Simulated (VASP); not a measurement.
# CdSe (I-4m2) in VASP: notebook, part 2 of 2

VASP 6.6.1.

## 4. Single point, PBE (volume scaled by 0.94, then relaxed in part)

The input, INCAR:

```
PREC = Accurate ; ENCUT = 520
EDIFF = 1E-6 ; ISMEAR = 0
SIGMA = 0.02 ; LREAL = False
LASPH = True ; NELM = 60
ALGO = Normal ; ISIF = 2
LWAVE = False ; LCHARG = False
GGA = PE ; NBANDS = 16
```

The input, KPOINTS:

```
Automatic mesh
0
Gamma
  12 12 12
```

The input, POSCAR:

```
CdSe
1.0
   -2.1462654770      2.1462654770      3.0320037252
    2.1462654770     -2.1462654770      3.0320037252
    2.1462654770      2.1462654770     -3.0320037252
Cd Se
1 1
Direct
    0.0000000000      0.0000000000      0.0000000000
    0.2500000000      0.7500000000      0.5000000000
```

Potentials or basis: VASP PAW PBE potentials, release 64 (Cd, Se).

On the command line:

```
cat potpaw_PBE.64/Cd/POTCAR potpaw_PBE.64/Se/POTCAR > POTCAR
mpirun -np 1 vasp_std > vasp.out
```

OUTCAR:

```text
PREC = Accurate
   ENCUT = 520
   EDIFF = 1E-6
   ISMEAR = 0
   LREAL = False
   LASPH = True
   NELM = 60
   ISIF = 2
   GGA = PE

 ion  position               nearest neighbor table
   1  0.000  0.000  0.000-   2 2.63   2 2.63   2 2.63   2 2.63
   2  0.250  0.750  0.500-   1 2.63   1 2.63   1 2.63   1 2.63

  LATTYP: Found a body centered tetragonal cell.
 ALAT       =     4.2925309540
 C/A-ratio  =     1.4126881123

  Lattice vectors:

 A1 = (  -2.1462654770,   2.1462654770,   3.0320037252)
 A2 = (   2.1462654770,  -2.1462654770,   3.0320037252)
 A3 = (   2.1462654770,   2.1462654770,  -3.0320037252)

Analysis of symmetry for initial positions (statically):
=====================================================================
 Subroutine PRICEL returns:
 Original cell was already a primitive cell.

 Routine SETGRP: Setting up the symmetry group for a
 body centered tetragonal supercell.

 Subroutine GETGRP returns: Found  8 space group operations
 (whereof  8 operations were pure point group operations)
 out of a pool of 16 trial point group operations.

The static configuration has the point symmetry D_2d.

Analysis of symmetry for dynamics (positions and initial velocities):
=====================================================================
 Subroutine PRICEL returns:
 Original cell was already a primitive cell.

 Routine SETGRP: Setting up the symmetry group for a
 body centered tetragonal supercell.

 Subroutine GETGRP returns: Found  8 space group operations
 (whereof  8 operations were pure point group operations)
 out of a pool of 16 trial point group operations.

The dynamic configuration has the point symmetry D_2d.

 Subroutine INISYM returns: Found  8 space group operations
 (whereof  8 operations are pure point group operations),
 and found     1 'primitive' translations

----------------------------------------------------------------------------------------

                                     Primitive cell

  volume of cell :      55.8672
[... 103 lines left out ...]
   EFERMI =   0.00;   METHOD = LEGACY
   ISMEAR =     0;   SIGMA  =   0.02  broadening in eV -4-tet -1-fermi 0-gaus
   EFERMI_NEDOS =   21; number of points for ismear=-14 and -15
   IALGO  =     38    algorithm
   IMIX   =      4    mixing-type and parameters
     AMIX     =   0.40;   BMIX     =  1.00
     AMIX_MAG =   1.60;   BMIX_MAG =  1.00
  volume/ion in A,a.u.               =      27.93       188.51
  Fermi-wavevector in a.u.,A,eV,Ry     =   1.122312  2.120861 17.137673  1.259583
  Thomas-Fermi vector in A             =   2.258971
   LORBIT       =      0    0 simple, 1 ext, 2 COOP (PROOUT), +10 PAW based schemes
   GGA     = PE    functional components
   LHFCALC =     F    Hartree Fock is set to
   AEXX    =    0.0000 exact exchange contribution
   IVDW    =     0    specifies the selected vdW correction
   LEPSILON=     F    determine dielectric tensor
   LRPA    =     F    only Hartree local field effects (RPA)
 non-spin polarized calculation
 Gauss-broadening in eV      SIGMA  =   0.02
  energy-cutoff  :      520.00
  volume of cell :       55.87
 maximum number of plane-waves:      1524
   NGX = 15   NGY = 15   NGZ = 15

 number of electron      17.9999999 magnetization

 Free energy of the ion-electron system (eV)
  ---------------------------------------------------
  ext. energy  EPLUGINS =         0.00000000
  ---------------------------------------------------
  free energy    TOTEN  =        -5.45925549 eV

  energy without entropy =       -5.45925549  energy(sigma->0) =       -5.45925549

 E-fermi :   1.1228     XC(G=0):  -8.9179

 val. band max:        0.9988135014   @ k =   0.0000   0.0000   0.0000
 cond. band min:       1.6202226359   @ k =   0.0000   0.0000   0.0000
 fundamental gap:      0.6214091345
 Fermi energy:         1.1227559242

 k-point     1 :       0.0000    0.0000    0.0000
  band No.  band energies     occupation
      1     -11.6366      2.00000
      2      -6.9614      2.00000
      3      -6.9614      2.00000
      4      -6.9609      2.00000
      5      -6.5792      2.00000
      6      -6.5789      2.00000
[... 433 lines left out ...]
      3      -6.8267      2.00000
      4      -6.6342      2.00000
      5      -6.5471      2.00000
      6      -6.4162      2.00000
[... 8 lines left out ...]
     15      12.7421      0.00000
     16      13.1163      0.00000

 [... further k-points ...]
[... 5 lines left out ...]
  --------------------------------------------------------------------------------------
  -------------------------------------------------------------------------------------
  Total        1.2459109      1.2459109      1.2510623      0.0000000      0.0000000      0.0000000
  in kB       35.7306537     35.7306537     35.8783881      0.0000000      0.0000000      0.0000000
  external PRESSURE =      35.7798985 kB  Pullay stress =       0.0000000 kB

 VOLUME and BASIS-vectors are now :
 -----------------------------------------------------------------------------
  energy-cutoff  :      520.00
  volume of cell :       55.87
      direct lattice vectors                 reciprocal lattice vectors
    -2.146265477  2.146265477  3.032003725     0.000000000  0.232962793  0.164907449
     2.146265477 -2.146265477  3.032003725     0.232962793  0.000000000  0.164907449
     2.146265477  2.146265477 -3.032003725     0.232962793  0.232962793  0.000000000

 POSITION                                       TOTAL-FORCE (eV/Angst)
 -----------------------------------------------------------------------------------
      0.00000      0.00000      0.00000        -0.000000      0.000000      0.000000
      2.14627      0.00000      1.51600         0.000000     -0.000000     -0.000000
 -----------------------------------------------------------------------------------
    total drift:                               -0.000000      0.000000     -0.000000

  FREE ENERGIE OF THE ION-ELECTRON SYSTEM (eV)
  ---------------------------------------------------
  free  energy   TOTEN  =        -5.4592554881 eV

  energy  without entropy=       -5.4592554881  energy(sigma->0) =       -5.45925549
```

OSZICAR:

```text
N       E                     dE             d eps       ncg     rms          rms(c)
DAV:   1     0.107323215359E+03    0.10732E+03   -0.87959E+03  5336   0.101E+03
DAV:   2    -0.181070619153E+01   -0.10913E+03   -0.10347E+03  6296   0.249E+02
DAV:   3    -0.581593630464E+01   -0.40052E+01   -0.39986E+01  6216   0.494E+01
DAV:   4    -0.583271772738E+01   -0.16781E-01   -0.16781E-01  6720   0.321E+00
DAV:   5    -0.583282322383E+01   -0.10550E-03   -0.10550E-03  6336   0.221E-01    0.633E+00
DAV:   6    -0.548017425785E+01    0.35265E+00   -0.53306E-01  7832   0.887E+00    0.498E+00
DAV:   7    -0.545807119774E+01    0.22103E-01   -0.14795E-01  6240   0.256E+00    0.212E+00
DAV:   8    -0.545898081434E+01   -0.90962E-03   -0.14043E-02  6048   0.145E+00    0.254E-01
DAV:   9    -0.545914245946E+01   -0.16165E-03   -0.14494E-03  6472   0.502E-01    0.457E-02
DAV:  10    -0.545920860652E+01   -0.66147E-04   -0.16080E-04  6808   0.159E-01    0.422E-02
DAV:  11    -0.545925563205E+01   -0.47026E-04   -0.77675E-05  6416   0.559E-02    0.155E-02
DAV:  12    -0.545925548806E+01    0.14399E-06   -0.22606E-06  5616   0.194E-02
   1 F= -.54592555E+01 E0= -.54592555E+01  d E =-.169380E-21
```

stdout:

```text
POSCAR found type information on POSCAR CdSe
 POSCAR found :  2 types and       2 ions
 scaLAPACK will be used
 LDA part: xc-table for (Slater+PW92), standard interpolation
 POSCAR, INCAR and KPOINTS ok, starting setup
 FFT: planning ... GRIDC
 FFT: planning ... GRID_SOFT
 FFT: planning ... GRID
 WAVECAR not read
 entering main loop
```

Run time: 52 s. Hardware: 1 thread of Intel Xeon Platinum 8488C (Sapphire Rapids), shared host; peak memory 0.28 GiB.

What came out:

```
Free energy            : -5.4593 eV
Pressure               : 3.6 GPa
Band gap on the k mesh : 0.62 eV, direct
```

## 5. Single point, PBE (volume scaled by 0.97, then relaxed in part)

The input, INCAR:

```
SYSTEM = CdSe
ALGO     = Normal         ! electronic algorithm
EDIFF    = 1E-7           ! SCF threshold, eV
ENCUT    = 520            ! plane-wave cutoff, eV
GGA      = PE             ! functional
ISIF     = 2              ! what is computed and relaxed
ISMEAR   = 0              ! smearing method
LASPH    = .TRUE.         ! aspherical terms in the spheres
LCHARG   = .FALSE.        ! write CHGCAR
LREAL    = .FALSE.        ! projectors in reciprocal space
LWAVE    = .FALSE.        ! write WAVECAR
NBANDS   = 16             ! bands
NELM     = 80             ! most SCF steps
PREC     = Accurate       ! precision mode
SIGMA    = 0.02           ! smearing width, eV
```

The input, KPOINTS:

```
k-points
0
G
  12 12 12
  0 0 0
```

The input, POSCAR:

```
CdSe
1.0
   -2.1688594055      2.1688594055      3.0639218994
    2.1688594055     -2.1688594055      3.0639218994
    2.1688594055      2.1688594055     -3.0639218994
Cd Se
1 1
Direct
    0.0000000000      0.0000000000      0.0000000000
    0.2500000000      0.7500000000      0.5000000000
```

Potentials or basis: VASP PAW PBE potentials, release 64 (Cd, Se).

On the command line:

```
cat potpaw_PBE.64/Cd/POTCAR potpaw_PBE.64/Se/POTCAR > POTCAR
mpirun -np 1 vasp_std > vasp.out
```

OUTCAR:

```text
SYSTEM = CdSe
   EDIFF = 1E-7
   ENCUT = 520
   GGA = PE
   ISIF = 2
   ISMEAR = 0
   LASPH = .TRUE.
   LREAL = .FALSE.
   NELM = 80
   PREC = Accurate

 ion  position               nearest neighbor table
   1  0.000  0.000  0.000-   2 2.66   2 2.66   2 2.66   2 2.66
   2  0.250  0.750  0.500-   1 2.66   1 2.66   1 2.66   1 2.66

  LATTYP: Found a body centered tetragonal cell.
 ALAT       =     4.3377188110
 C/A-ratio  =     1.4126881123

  Lattice vectors:

 A1 = (  -2.1688594055,   2.1688594055,   3.0639218994)
 A2 = (   2.1688594055,  -2.1688594055,   3.0639218994)
 A3 = (   2.1688594055,   2.1688594055,  -3.0639218994)

Analysis of symmetry for initial positions (statically):
=====================================================================
 Subroutine PRICEL returns:
 Original cell was already a primitive cell.

 Routine SETGRP: Setting up the symmetry group for a
 body centered tetragonal supercell.

 Subroutine GETGRP returns: Found  8 space group operations
 (whereof  8 operations were pure point group operations)
 out of a pool of 16 trial point group operations.
[... 157 lines left out ...]
  ext. energy  EPLUGINS =         0.00000000
  ---------------------------------------------------
  free energy    TOTEN  =        -5.48876378 eV

  energy without entropy =       -5.48876378  energy(sigma->0) =       -5.48876378

 E-fermi :   0.8625     XC(G=0):  -8.7746

 val. band max:        0.7514415224   @ k =   0.0000   0.0000   0.0000
 cond. band min:       1.3079408587   @ k =   0.0000   0.0000   0.0000
 fundamental gap:      0.5564993363
 Fermi energy:         0.8625148201

 k-point     1 :       0.0000    0.0000    0.0000
  band No.  band energies     occupation
      1     -11.7097      2.00000
      2      -7.1046      2.00000
      3      -7.1046      2.00000
      4      -7.1041      2.00000
      5      -6.7558      2.00000
      6      -6.7556      2.00000
[... 433 lines left out ...]
      3      -6.9813      2.00000
      4      -6.8031      2.00000
      5      -6.7266      2.00000
      6      -6.5997      2.00000
[... 8 lines left out ...]
     15      12.3986      0.00000
     16      12.7720      0.00000

 [... further k-points ...]
[... 5 lines left out ...]
  --------------------------------------------------------------------------------------
  -------------------------------------------------------------------------------------
  Total        0.6377403      0.6377403      0.6437888      0.0000000     -0.0000000      0.0000000
  in kB       17.7236828     17.7236828     17.8917778      0.0000000     -0.0000000      0.0000000
  external PRESSURE =      17.7797145 kB  Pullay stress =       0.0000000 kB

 VOLUME and BASIS-vectors are now :
 -----------------------------------------------------------------------------
  energy-cutoff  :      520.00
  volume of cell :       57.65
      direct lattice vectors                 reciprocal lattice vectors
    -2.168859406  2.168859406  3.063921899     0.000000000  0.230535921  0.163189538
     2.168859406 -2.168859406  3.063921899     0.230535921  0.000000000  0.163189538
     2.168859406  2.168859406 -3.063921899     0.230535921  0.230535921  0.000000000

 POSITION                                       TOTAL-FORCE (eV/Angst)
 -----------------------------------------------------------------------------------
      0.00000      0.00000      0.00000        -0.000000      0.000000      0.000000
      2.16886      0.00000      1.53196         0.000000     -0.000000     -0.000000
 -----------------------------------------------------------------------------------
    total drift:                                0.000000     -0.000000      0.000000

  FREE ENERGIE OF THE ION-ELECTRON SYSTEM (eV)
  ---------------------------------------------------
  free  energy   TOTEN  =        -5.4887637793 eV

  energy  without entropy=       -5.4887637793  energy(sigma->0) =       -5.48876378
```

Wall time 61 s (1 thread of Intel Xeon Platinum 8488C (Sapphire Rapids), shared host); peak memory 0.29 GiB.

Results:

```
Free energy            : -5.4888 eV
Pressure               : 1.8 GPa
Band gap on the k mesh : 0.56 eV, direct
```

## 6. Overview

```tsv
cell	gap on the mesh (eV)	pressure (GPa)
a = 4.197 Å, angles 120.0, 120.0, 90.1°, 2 atoms	0.76	8.2
a = 4.244 Å, angles 120.0, 120.0, 90.1°, 2 atoms	0.69	5.7
a = 4.290 Å, angles 120.0, 120.0, 90.1°, 2 atoms	0.62	3.6
a = 4.335 Å, angles 120.0, 120.0, 90.1°, 2 atoms	0.56	1.8
```

Alike in all rows: task single point; level PBE; potentials or basis VASP PAW PBE potentials, release 64 (Cd, Se); no spin polarisation; k mesh 12 × 12 × 12; cutoff (eV) 520; smearing gaussian 0.02 eV.

Total energies depend on the potentials used, so only differences within one code and one set of settings carry meaning.
